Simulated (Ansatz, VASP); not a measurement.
## I in VASP and in Ansatz

```
I
1.0
     4.59872    0.00000    0.00000
    -2.29936    3.98260    0.00000
     0.00000    0.00000   10.95230
I
4
Cartesian
  0.0000 2.6551 4.0926
  2.2994 1.3275 9.5687
  2.2994 1.3275 6.8597
  0.0000 2.6551 1.3836
```

Alike in both runs: functional r2SCAN; k mesh 6 × 6 × 2; occupations gaussian, width 0.1 eV; no spin polarisation.

Ansatz relaxed the structure, and its values are those at the end. VASP's run is a single point on that final structure, the one shown.

```csv
,VASP,Ansatz
version,VASP 6.6.1,Ansatz 0.2.0
potentials or method,"VASP PAW PBE potentials, release 64 (I), cutoff 520 eV","scalar-relativistic, plane waves, PAW"
valence electrons in the cell,28,68
```

Ansatz gave:

```
gap on the k mesh at the Fermi level (eV) : 0.34
least direct gap on the mesh (eV)         : 0.35
pressure (GPa)                            : 0.0
rms of the force components (eV/Å)        : 0.006
```

Q: What did VASP give for the same quantities?

A: gap on the k mesh at the Fermi level (eV): 0.33; least direct gap on the mesh (eV): 0.34; pressure (GPa): 0.0; rms of the force components (eV/Å): 0.001.

VASP's potentials were made for PBE, not for r2SCAN. VASP's potentials hold 28 valence electrons a cell and Ansatz's 68, so a difference there can come from the potentials and not from the codes.

Neither program's run includes spin-orbit coupling.
